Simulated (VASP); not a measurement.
Input of a VASP 6.6.1 run:

Contents of INCAR:

```
SYSTEM = H2CO2
PREC = Accurate
ENCUT = 1000
EDIFF = 1E-6
ISMEAR = -1
SIGMA = 0.05
LREAL = Auto
LASPH = .True.
NELM = 120
ALGO = Normal
ISIF = 2
LWAVE = .False.
LCHARG = .False.
GGA = CA
NBANDS = 98
GGA_COMPAT = .False.
```

KPOINTS

```
Automatic mesh
0
Gamma
  1 1 1
  0 0 0
```

Contents of POSCAR:

```
H2CO2
1.0
    7.9581140000      0.0000000000      0.0000000000
    0.0000000000      7.9581140000      0.0000000000
    0.0000000000      0.0000000000      7.9581140000
O C H
16 8 16
Direct
    0.2775531992      0.3654383438      1.0391783782
    0.2458622734      0.3244487325      0.7628943240
    0.5578834382      0.7645907058      0.7392455047
    0.5011111929      0.5909566010      0.9486669832
    0.6887435892      0.2351562192      0.5950530490
    0.7870080775      0.1421442317      0.3528976840
    0.0109448043      0.8443332176      0.7453650450
    0.2292628630      0.9518209968      0.9111455302
    0.5852894291      0.7718160358      0.3866368338
    0.6600935850      0.5029206669      0.4499181590
    0.0447342172      0.0509794155      0.1928471997
    0.2069083202      0.0729569845      0.4335072355
    0.1934880551      0.6055957479      0.6151457494
    0.2162698348      0.4680128985      0.3724123580
    0.7174187251      0.3123227438      0.9270286905
    0.6078701562      0.0541334291      0.9050888188
    0.1926712786      0.3046953085      0.9098638195
    0.5057731015      0.6256633167      0.8007801849
    0.7561087966      0.1200661363      0.5062003384
    0.0802577093      0.9429495481      0.8619504571
    0.6256884483      0.6171939733      0.3561773556
    0.1858354882      0.0363528344      0.2853439898
    0.1673763407      0.5869732452      0.4349899989
    0.6563112818      0.1643479850      0.9876837653
    0.3921280846      0.4297374981      0.9972965957
    0.0711726422      0.2524844454      0.9325953360
    0.5840705474      0.8612719044      0.8219158459
    0.4529465147      0.5226740909      0.7167778697
    0.6697692443      0.3331316943      0.5112266550
    0.7901495254      0.0005277632      0.5635003469
    0.0831478413      0.7384789914      0.7132720139
   -0.0096630935      1.0450089054      0.9055286215
    0.5606479123      0.7869452486      0.5079721150
    0.6168672628      0.5956436412      0.2215223356
   -0.0540831659      0.0998854754      0.2725143168
    0.2920541224     -0.0347946762      0.2226029936
    0.2238218754      0.4869872435      0.6506818073
    0.1243259395      0.7118269479      0.3837215702
    0.7545380727      0.2761081332      0.8015969613
    0.6662633885      0.1528754175      1.1312981945
```

Potentials or basis: VASP PAW LDA potentials, release 64 (O_h, C_h, H_h).

Run with:

```sh
$ cat potpaw_LDA.64/O_h/POTCAR potpaw_LDA.64/C_h/POTCAR potpaw_LDA.64/H_h/POTCAR > POTCAR
$ mpirun -np 1 vasp_gam > vasp.out
```

Task: Estimate the band gap on the k mesh.

Result: 3.17 eV.

Task: What does it give for the largest force?

Result: 6.189 eV/Å.

Task: Estimate the pressure.

Result: -1.3 GPa.

Forces in eV/Å, atoms in the order of the input:
```
O    0.375 -0.451 -0.973
O   -0.783 -0.384  1.222
O    0.532  1.536 -0.818
O    0.103  0.084  1.467
O   -0.124 -0.004  0.289
O   -0.541 -0.019  1.840
O    0.658 -0.416  1.085
O   -2.893 -0.961 -1.146
O   -0.260  0.227  0.717
O   -0.036  0.473  1.301
O    0.394  0.655  1.845
O   -0.851  0.077 -1.130
O   -0.971  0.179 -2.011
O    0.977 -3.799 -2.815
O    0.916 -2.130 -1.650
O   -1.162 -3.549 -2.918
C    3.390  2.274 -1.370
C   -1.113 -2.058  0.045
C    1.047 -0.252 -2.934
C    2.273  1.035 -0.170
C   -0.329 -0.517 -1.779
C    0.214 -0.725  0.683
C   -0.006  4.387  4.366
C    1.726  3.373  3.387
H   -1.593 -0.302  0.207
H   -0.980 -0.530  0.758
H   -0.350 -0.369 -0.077
H    0.714  1.062 -0.270
H   -0.067  0.626  0.304
H    0.102 -0.370  0.717
H    0.008  0.901 -0.055
H    0.061 -0.844 -0.205
H    0.175  0.133  0.770
H    0.211 -0.105 -0.893
H    0.890 -0.729 -0.833
H   -0.669  0.511 -0.521
H   -0.183 -0.237  0.613
H   -0.225 -0.455  0.005
H   -1.385  1.100  1.870
H   -0.243  0.573 -0.920
```

Caveat: the k points lie up to 0.79 Å⁻¹ apart; the atoms stand as in a frame of molecular dynamics.
